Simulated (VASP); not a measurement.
Runs of VASP 6.6.1 on YF5. The structure is that of space group P6/mmm (No. 191), or close to it. The cells are those of the table. 

```csv
task,spin,cell,k mesh,cutoff (eV),gap on the mesh (eV),pressure (GPa),moment (μB),largest force (eV/Å)
single point,off,"a = 5.858, b = 5.858, c = 6.066 Å, angles 90.0, 90.0, 120.0°, 6 atoms",6 × 6 × 4,520,none,0.1,-,0.11
relaxation of cell and atoms,off,"relaxed from a = 4.044, b = 4.044, c = 6.175 Å, angles 90.0, 90.0, 120.0°, 6 atoms",6 × 6 × 4,600,none,0.1,-,0.03
single point,"collinear, ferromagnetic start","a = 5.858, b = 5.858, c = 6.066 Å, angles 90.0, 90.0, 120.0°, 6 atoms",3 × 3 × 4,520,none,0.5,2.00,-
single point,"collinear, ferromagnetic start","a = 4.044, b = 4.044, c = 6.175 Å, angles 90.0, 90.0, 120.0°, 6 atoms",6 × 6 × 4,520,none,(c),(a),87.21
single point,off,"a = 4.044, b = 4.044, c = 6.175 Å, angles 90.0, 90.0, 120.0°, 6 atoms",6 × 6 × 4,520,none,67.9,-,(b)
```

Alike in all rows: level PBE; potentials or basis VASP PAW PBE potentials, release 64 (Y_sv, F); smearing gaussian 0.1 eV.

Problem. Fill in the values left out.

Solution. (a) 0.42; (b) 87.27; (c) 67.8.

Caveats: some runs use coarse meshes; the standard files for N, O and F lose accuracy on very short bonds (some runs); forces of over 1 eV/Å act on the atoms, so gaps and moduli don't describe the material at rest (some runs).

A k mesh can miss the band edges, and the runs leave out spin-orbit coupling on Y.

A gap of «none» marks levels without a gap at the run's occupations.
